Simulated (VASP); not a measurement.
# HfMg3 (Pm-3m) in VASP: further runs

HfMg3 is run at these levels: PBE; tasks: single point.

Program: VASP 6.6.1. These are calculated values, not measurements. Logs are shortened: lines on timing, memory, paths and dates and some standing lists are left out, and cuts for length are marked.

## (1) The cell of the first run

The structure is cubic, space group Pm-3m (No. 221). Conventional cell: a = 4.109 Å, b = 4.109 Å, c = 4.109 Å, α = 90.00°, β = 90.00°, γ = 90.00°. Within 3.8 Å of Mg (site symmetry 4/mmm) lie 8 Mg at 2.91 Å and 4 Hf at 2.91 Å. Hf (site symmetry m-3m) has 12 Mg at 2.91 Å within 3.8 Å.

## (2) Single point, PBE

INCAR reads:

```
PREC = Accurate ; ENCUT = 520
EDIFF = 1E-7 ; ISMEAR = -1
SIGMA = 0.15 ; LREAL = F
LASPH = T ; NELM = 80
ALGO = Normal ; ISIF = 2
LWAVE = F ; LCHARG = F
GGA = PE ; NBANDS = 16
```

KPOINTS reads:

```
Automatic mesh
0
Gamma
  5 5 5
```

POSCAR reads:

```
HfMg3
1.0
    4.1090390945      0.0000000000      0.0000000000
    0.0000000000      4.1090390945      0.0000000000
    0.0000000000      0.0000000000      4.1090390945
Mg Hf
3 1
Direct
    0.5000000000      0.5000000000      0.0000000000
    0.5000000000      0.0000000000      0.5000000000
    0.0000000000      0.5000000000      0.5000000000
    0.0000000000      0.0000000000      0.0000000000
```

Potentials or basis: VASP PAW PBE potentials, release 64 (Mg, Hf_pv).

The run is started by

```console
cat potpaw_PBE.64/Mg/POTCAR potpaw_PBE.64/Hf_pv/POTCAR > POTCAR
mpirun -np 1 vasp_std > vasp.out
```

OUTCAR:

```text
PREC = Accurate
   ENCUT = 520
   EDIFF = 1E-7
   ISMEAR = -1
   LREAL = F
   LASPH = T
   NELM = 80
   ISIF = 2
   GGA = PE

 ion  position               nearest neighbor table
   1  0.500  0.500  0.000-   2 2.91   3 2.91   4 2.91   2 2.91   3 2.91   2 2.91   4 2.91   2 2.91
                             3 2.91   4 2.91   3 2.91   4 2.91
   2  0.500  0.000  0.500-   1 2.91   3 2.91   4 2.91   1 2.91   4 2.91   1 2.91   3 2.91   1 2.91
                             3 2.91   4 2.91   4 2.91   3 2.91
   3  0.000  0.500  0.500-   1 2.91   2 2.91   4 2.91   1 2.91   4 2.91   2 2.91   4 2.91   4 2.91
                             1 2.91   2 2.91   1 2.91   2 2.91
   4  0.000  0.000  0.000-   1 2.91   2 2.91   3 2.91   2 2.91   3 2.91   1 2.91   3 2.91   3 2.91
                             1 2.91   2 2.91   2 2.91   1 2.91

  LATTYP: Found a simple cubic cell.
 ALAT       =     4.1090390945

  Lattice vectors:

 A1 = (   4.1090390945,   0.0000000000,   0.0000000000)
 A2 = (   0.0000000000,   4.1090390945,   0.0000000000)
 A3 = (   0.0000000000,   0.0000000000,   4.1090390945)

Analysis of symmetry for initial positions (statically):
=====================================================================
 Subroutine PRICEL returns:
 Original cell was already a primitive cell.

 Routine SETGRP: Setting up the symmetry group for a
 simple cubic supercell.

 Subroutine GETGRP returns: Found 48 space group operations
 (whereof 48 operations were pure point group operations)
 out of a pool of 48 trial point group operations.

The static configuration has the point symmetry O_h .

Analysis of symmetry for dynamics (positions and initial velocities):
=====================================================================
 Subroutine PRICEL returns:
 Original cell was already a primitive cell.

 Routine SETGRP: Setting up the symmetry group for a
 simple cubic supercell.

 Subroutine GETGRP returns: Found 48 space group operations
 (whereof 48 operations were pure point group operations)
 out of a pool of 48 trial point group operations.

The dynamic configuration has the point symmetry O_h .

 Subroutine INISYM returns: Found 48 space group operations
 (whereof 48 operations are pure point group operations),
 and found     1 'primitive' translations

----------------------------------------------------------------------------------------

                                     Primitive cell

  volume of cell :      69.3778

  direct lattice vectors                    reciprocal lattice vectors
     4.109039094  0.000000000  0.000000000     0.243365901  0.000000000  0.000000000
     0.000000000  4.109039094  0.000000000     0.000000000  0.243365901  0.000000000
     0.000000000  0.000000000  4.109039094     0.000000000  0.000000000  0.243365901

  length of vectors
     4.109039094  4.109039094  4.109039094     0.243365901  0.243365901  0.243365901

  position of ions in fractional coordinates (direct lattice)
     0.500000000  0.500000000  0.000000000
     0.500000000  0.000000000  0.500000000
     0.000000000  0.500000000  0.500000000
     0.000000000  0.000000000  0.000000000

  ion indices of the primitive-cell ions
   primitive index   ion index
                 1           1
                 2           2
                 3           3
                 4           4

----------------------------------------------------------------------------------------

 KPOINTS: Automatic mesh

Automatic generation of k-mesh.
 Grid dimensions read from file:
 generate k-points for:    5    5    5

 Generating k-lattice:

  Cartesian coordinates                     Fractional coordinates (reciprocal lattice)
     0.048673180  0.000000000  0.000000000     0.200000000  0.000000000  0.000000000
     0.000000000  0.048673180  0.000000000     0.000000000  0.200000000  0.000000000
     0.000000000  0.000000000  0.048673180     0.000000000  0.000000000  0.200000000

  Length of vectors
     0.048673180  0.048673180  0.048673180

  Shift w.r.t. Gamma in fractional coordinates (k-lattice)
     0.000000000  0.000000000  0.000000000

 Subroutine IBZKPT returns following result:
 ===========================================

 Found     10 irreducible k-points:

 Following reciprocal coordinates:
            Coordinates               Weight
  0.000000  0.000000  0.000000      1.000000
  0.200000  0.000000  0.000000      6.000000
  0.400000  0.000000  0.000000      6.000000
  0.200000  0.200000  0.000000     12.000000
  0.400000  0.200000  0.000000     24.000000
  0.400000  0.400000  0.000000     12.000000
  0.200000  0.200000  0.200000      8.000000
  0.400000  0.200000  0.200000     24.000000
  0.400000  0.400000  0.200000     24.000000
  0.400000  0.400000  0.400000      8.000000
   k-points           NKPTS =     10   k-points in BZ     NKDIM =     10   number of bands    NBANDS=     16
   number of dos      NEDOS =    301   number of ions     NIONS =      4
   total plane-waves  NPLWV =  32768
   dimension x,y,z NGX =    32 NGY =   32 NGZ =   32
   dimension x,y,z NGXF=    64 NGYF=   64 NGZF=   64
   ions per type =               3   1
   NGX,Y,Z   is equivalent  to a cutoff of  12.95, 12.95, 12.95 a.u.
   NGXF,Y,Z  is equivalent  to a cutoff of  25.89, 25.89, 25.89 a.u.
 SYSTEM =  unknown system
   PREC   = accura    normal or accurate (medium, high low for compatibility)
   ISTART =      0    job   : 0-new  1-cont  2-samecut
   ICHARG =      2    charge: 1-file 2-atom 10-const
   ISPIN  =      1    spin polarized calculation?
   LNONCOLLINEAR =      F non collinear calculations
   LSORBIT =      F    spin-orbit coupling
   LASPH  =      T    aspherical Exc in radial PAW
   ENCUT  =  520.0 eV  38.22 Ry    6.18 a.u.   7.64  7.64  7.64*2*pi/ulx,y,z
   NELM   =     80;   NELMIN=  2; NELMDL= -5     # of ELM steps
   EDIFF  = 0.1E-06   stopping-criterion for ELM
   LREAL  =      F    real-space projection
   EDIFFG = 0.1E-05   stopping-criterion for IOM
   NSW    =      0    number of steps for IOM
   IBRION =     -1    ionic relax: 0-MD 1-quasi-New 2-CG
   NFREE  =      0    steps in history (QN), initial steepest desc. (CG)
   ISIF   =      2    stress and relaxation
   ISYM   =      2    0-nonsym 1-usesym 2-fastsym
   POTIM  = 0.5000    time-step for ionic-motion
   TEBEG  =    0.0;   TEEND  =   0.0 temperature during run
   PSTRESS=    0.0 pullay stress
   NELECT =      16.0000    total number of electrons
   NUPDOWN=      -1.0000    fix difference up-down
   EMIN   =  10.00;   EMAX   =-10.00  energy-range for DOS
   EFERMI =   0.00;   METHOD = LEGACY
   ISMEAR =    -1;   SIGMA  =   0.15  broadening in eV -4-tet -1-fermi 0-gaus
   EFERMI_NEDOS =   21; number of points for ismear=-14 and -15
   IALGO  =     38    algorithm
   IMIX   =      4    mixing-type and parameters
     AMIX     =   0.40;   BMIX     =  1.00
     AMIX_MAG =   1.60;   BMIX_MAG =  1.00
  volume/ion in A,a.u.               =      17.34       117.05
  Fermi-wavevector in a.u.,A,eV,Ry     =   1.003940  1.897172 13.713259  1.007896
  Thomas-Fermi vector in A             =   2.136524
   LORBIT       =      0    0 simple, 1 ext, 2 COOP (PROOUT), +10 PAW based schemes
   GGA     = PE    functional components
[... 5 lines left out ...]
 non-spin polarized calculation
  energy-cutoff  :      520.00
  volume of cell :       69.38
 maximum number of plane-waves:      1887
 NGX is ok and might be reduce to    32
   NGX = 15   NGY = 15   NGZ = 15

 number of electron      16.0000002 magnetization

 Free energy of the ion-electron system (eV)
  ---------------------------------------------------
  ext. energy  EPLUGINS =         0.00000000
  ---------------------------------------------------
  free energy    TOTEN  =       -13.05296603 eV

  energy without entropy =      -12.83191294  energy(sigma->0) =      -12.94243948

 E-fermi :   4.3985     XC(G=0): -10.2339

 val. band max:        4.3042658095   @ k =   0.4000   0.4000   0.2000
 cond. band min:       4.4929702054   @ k =   0.4000   0.2000   0.2000
 fundamental gap:      0.1887043959
 Fermi energy:         4.3985445945

 k-point     1 :       0.0000    0.0000    0.0000
  band No.  band energies     occupation
      1     -25.9526      2.00000
      2     -25.9526      2.00000
      3     -25.9526      2.00000
      4      -3.3415      2.00000
      5       2.8424      1.99994
      6       2.8424      1.99994
[... 8 lines left out ...]
     15      12.8346      0.00000
     16      12.8346      0.00000

 k-point     2 :       0.2000    0.0000    0.0000
  band No.  band energies     occupation
      1     -25.9642      2.00000
      2     -25.9520      2.00000
      3     -25.9520      2.00000
      4      -2.9316      2.00000
      5       2.0099      2.00000
      6       2.9978      1.99982
[... 8 lines left out ...]
     15      12.6368      0.00000
     16      12.6368      0.00000

 k-point     3 :       0.4000    0.0000    0.0000
  band No.  band energies     occupation
      1     -25.9829      2.00000
      2     -25.9511      2.00000
      3     -25.9511      2.00000
      4      -1.7747      2.00000
      5       0.0437      2.00000
      6       3.2837      1.99882
[... 8 lines left out ...]
     15      11.2970      0.00000
     16      11.2970      0.00000

 k-point     4 :       0.2000    0.2000    0.0000
  band No.  band energies     occupation
      1     -25.9639      2.00000
      2     -25.9628      2.00000
      3     -25.9515      2.00000
      4      -2.5297      2.00000
      5       2.1814      2.00000
      6       2.3156      2.00000
[... 8 lines left out ...]
     15      11.6353      0.00000
     16      12.4352      0.00000

 k-point     5 :       0.4000    0.2000    0.0000
  band No.  band energies     occupation
      1     -25.9816      2.00000
      2     -25.9619      2.00000
      3     -25.9505      2.00000
      4      -1.3940      2.00000
      5       0.3210      2.00000
      6       2.8706      1.99992
[... 8 lines left out ...]
     15      10.3226      0.00000
     16      12.0068      0.00000

 k-point     6 :       0.4000    0.4000    0.0000
  band No.  band energies     occupation
      1     -25.9796      2.00000
      2     -25.9792      2.00000
      3     -25.9495      2.00000
      4      -0.3901      2.00000
      5       0.7666      2.00000
      6       1.7976      2.00000
[... 8 lines left out ...]
     15      10.6950      0.00000
     16      10.7806      0.00000

 k-point     7 :       0.2000    0.2000    0.2000
  band No.  band energies     occupation
      1     -25.9636      2.00000
      2     -25.9619      2.00000
      3     -25.9619      2.00000
      4      -2.1364      2.00000
      5       2.4722      1.99999
      6       2.4722      1.99999
[... 8 lines left out ...]
     15      11.7261      0.00000
     16      11.7261      0.00000

 k-point     8 :       0.4000    0.2000    0.2000
  band No.  band energies     occupation
      1     -25.9802      2.00000
      2     -25.9616      2.00000
      3     -25.9605      2.00000
      4      -1.0269      2.00000
      5       0.6268      2.00000
      6       2.8826      1.99992
[... 8 lines left out ...]
     15      10.6352      0.00000
     16      12.6240      0.00000

 k-point     9 :       0.4000    0.4000    0.2000
  band No.  band energies     occupation
      1     -25.9783      2.00000
      2     -25.9778      2.00000
      3     -25.9596      2.00000
      4      -0.0618      2.00000
      5       1.1965      2.00000
      6       1.8714      2.00000
[... 8 lines left out ...]
     15      11.0085      0.00000
     16      11.1776      0.00000

 k-point    10 :       0.4000    0.4000    0.4000
  band No.  band energies     occupation
      1     -25.9763      2.00000
      2     -25.9757      2.00000
      3     -25.9757      2.00000
      4       0.7892      2.00000
      5       2.0101      2.00000
      6       2.0101      2.00000
[... 8 lines left out ...]
     15      10.9057      0.00000
     16      10.9057      0.00000

------------------------ aborting loop because EDIFF is reached ----------------------------------------

  FORCE on cell =-STRESS in cart. coord.  units (eV):
  Direction    XX          YY          ZZ          XY          YZ          ZX
  --------------------------------------------------------------------------------------
  -------------------------------------------------------------------------------------
  Total        8.7250587      8.7250587      8.7250587     -0.0000000      0.0000000     -0.0000000
  in kB      201.4921450    201.4921450    201.4921450     -0.0000000      0.0000000     -0.0000000
  external PRESSURE =     201.4921450 kB  Pullay stress =       0.0000000 kB

 VOLUME and BASIS-vectors are now :
 -----------------------------------------------------------------------------
  energy-cutoff  :      520.00
  volume of cell :       69.38
      direct lattice vectors                 reciprocal lattice vectors
     4.109039094  0.000000000  0.000000000     0.243365901  0.000000000  0.000000000
     0.000000000  4.109039094  0.000000000     0.000000000  0.243365901  0.000000000
     0.000000000  0.000000000  4.109039094     0.000000000  0.000000000  0.243365901

 POSITION                                       TOTAL-FORCE (eV/Angst)
 -----------------------------------------------------------------------------------
      2.05452      2.05452      0.00000         0.000000      0.000000      0.000000
      2.05452      0.00000      2.05452         0.000000      0.000000      0.000000
      0.00000      2.05452      2.05452         0.000000      0.000000      0.000000
      0.00000      0.00000      0.00000         0.000000      0.000000      0.000000
 -----------------------------------------------------------------------------------
    total drift:                               -0.000000      0.000000      0.000000

  FREE ENERGIE OF THE ION-ELECTRON SYSTEM (eV)
  ---------------------------------------------------
  free  energy   TOTEN  =       -13.0529660276 eV

  energy  without entropy=      -12.8319129372  energy(sigma->0) =      -12.94243948
```

It took 7.5 s on 1 thread of Intel Xeon 6975P-C, shared host; peak memory 0.18 GiB.

Results:

```yaml
Free_energy: -13.0530 eV
Pressure: 20.1 GPa
Band_gap_on_the_k_mesh: zero (band 8 reaches 5.33 eV, above the bottom of band 9 at 3.75 eV)
```

Caveat: spin-orbit coupling is left out, which moves the levels of the heavy elements.

## (3) Single point, PBE

This run uses another cell than the first one, of 19.04 Å³/atom, 1.098 times its volume.

INCAR reads:

```
SYSTEM = HfMg3
PREC = Accurate ; ENCUT = 520
EDIFF = 1E-6 ; ISMEAR = -1
SIGMA = 0.15 ; LREAL = .FALSE.
LASPH = .TRUE. ; NELM = 100
ALGO = Normal ; ISIF = 2
LWAVE = .FALSE. ; LCHARG = .TRUE.
GGA = PE ; LELF = .TRUE.
LVHAR = .TRUE. ; NBANDS = 16
```

KPOINTS reads:

```
Automatic mesh
0
G
  5 5 5
  0 0 0
```

POSCAR reads:

```
HfMg3
1.0
    4.2389062681      0.0000000000      0.0000000000
    0.0000000000      4.2389062681      0.0000000000
    0.0000000000      0.0000000000      4.2389062681
Mg Hf
3 1
Direct
    0.5000000000      0.5000000000      0.0000000000
    0.5000000000      0.0000000000      0.5000000000
    0.0000000000      0.5000000000      0.5000000000
    0.0000000000      0.0000000000      0.0000000000
```

Potentials or basis: VASP PAW PBE potentials, release 64 (Mg, Hf_pv).

The run is started by

```console
cat potpaw_PBE.64/Mg/POTCAR potpaw_PBE.64/Hf_pv/POTCAR > POTCAR
mpirun -np 1 vasp_std > vasp.out
```

OUTCAR:

```text
SYSTEM = HfMg3
   PREC = Accurate
   ENCUT = 520
   EDIFF = 1E-6
   ISMEAR = -1
   LREAL = .FALSE.
   LASPH = .TRUE.
   NELM = 100
   ISIF = 2
   GGA = PE

 ion  position               nearest neighbor table
   1  0.500  0.500  0.000-   2 3.00   3 3.00   4 3.00   2 3.00   3 3.00   2 3.00   4 3.00   2 3.00
                             3 3.00   4 3.00   3 3.00   4 3.00
   2  0.500  0.000  0.500-   1 3.00   3 3.00   4 3.00   1 3.00   4 3.00   1 3.00   3 3.00   1 3.00
                             3 3.00   4 3.00   4 3.00   3 3.00
   3  0.000  0.500  0.500-   1 3.00   2 3.00   4 3.00   1 3.00   4 3.00   2 3.00   4 3.00   4 3.00
                             1 3.00   2 3.00   1 3.00   2 3.00
   4  0.000  0.000  0.000-   1 3.00   2 3.00   3 3.00   2 3.00   3 3.00   1 3.00   3 3.00   3 3.00
                             1 3.00   2 3.00   2 3.00   1 3.00

  LATTYP: Found a simple cubic cell.
 ALAT       =     4.2389062681

  Lattice vectors:

 A1 = (   4.2389062681,   0.0000000000,   0.0000000000)
 A2 = (   0.0000000000,   4.2389062681,   0.0000000000)
 A3 = (   0.0000000000,   0.0000000000,   4.2389062681)

Analysis of symmetry for initial positions (statically):
[... 164 lines left out ...]
 val. band max:        3.7323509700   @ k =   0.4000   0.4000   0.2000
 cond. band min:       3.9078524498   @ k =   0.4000   0.2000   0.2000
 fundamental gap:      0.1755014798
 Fermi energy:         3.8330707773

 k-point     1 :       0.0000    0.0000    0.0000
  band No.  band energies     occupation
      1     -26.7908      2.00000
      2     -26.7908      2.00000
      3     -26.7908      2.00000
      4      -3.5523      2.00000
      5       2.4369      1.99982
      6       2.4369      1.99982
[... 167 lines left out ...]
      3     -26.8057      2.00000
      4       0.3730      2.00000
      5       1.5463      2.00000
      6       1.5463      2.00000
[... 8 lines left out ...]
     15       9.7089      0.00000
     16       9.7701      0.00000

------------------------ aborting loop because EDIFF is reached ----------------------------------------

  FORCE on cell =-STRESS in cart. coord.  units (eV):
  Direction    XX          YY          ZZ          XY          YZ          ZX
  --------------------------------------------------------------------------------------
  -------------------------------------------------------------------------------------
  Total        4.7524141      4.7524141      4.7524141      0.0000000     -0.0000000      0.0000000
  in kB       99.9685552     99.9685552     99.9685552      0.0000000     -0.0000000      0.0000000
  external PRESSURE =      99.9685552 kB  Pullay stress =       0.0000000 kB

 VOLUME and BASIS-vectors are now :
 -----------------------------------------------------------------------------
  energy-cutoff  :      520.00
  volume of cell :       76.17
      direct lattice vectors                 reciprocal lattice vectors
     4.238906268  0.000000000  0.000000000     0.235909911  0.000000000  0.000000000
     0.000000000  4.238906268  0.000000000     0.000000000  0.235909911  0.000000000
     0.000000000  0.000000000  4.238906268     0.000000000  0.000000000  0.235909911

 POSITION                                       TOTAL-FORCE (eV/Angst)
 -----------------------------------------------------------------------------------
      2.11945      2.11945      0.00000         0.000000      0.000000      0.000000
      2.11945      0.00000      2.11945         0.000000      0.000000      0.000000
      0.00000      2.11945      2.11945         0.000000      0.000000      0.000000
      0.00000      0.00000      0.00000         0.000000      0.000000      0.000000
 -----------------------------------------------------------------------------------
    total drift:                                0.000000      0.000000      0.000000

  FREE ENERGIE OF THE ION-ELECTRON SYSTEM (eV)
  ---------------------------------------------------
  free  energy   TOTEN  =       -13.6776643595 eV

  energy  without entropy=      -13.4468062082  energy(sigma->0) =      -13.56223528
```

Wall time 11 s (1 thread of Intel Xeon 6975P-C, shared host); peak memory 0.18 GiB.

What came out:

| Item | Value |
| --- | --- |
| Free energy | -13.6777 eV |
| Pressure | 10.0 GPa |
| Band gap on the k mesh | zero (band 8 reaches 4.60 eV, above the bottom of band 9 at 3.13 eV) |

Caveat: spin-orbit coupling is left out, which moves the levels of the heavy elements.

(Part 1 of 2 ends here.)
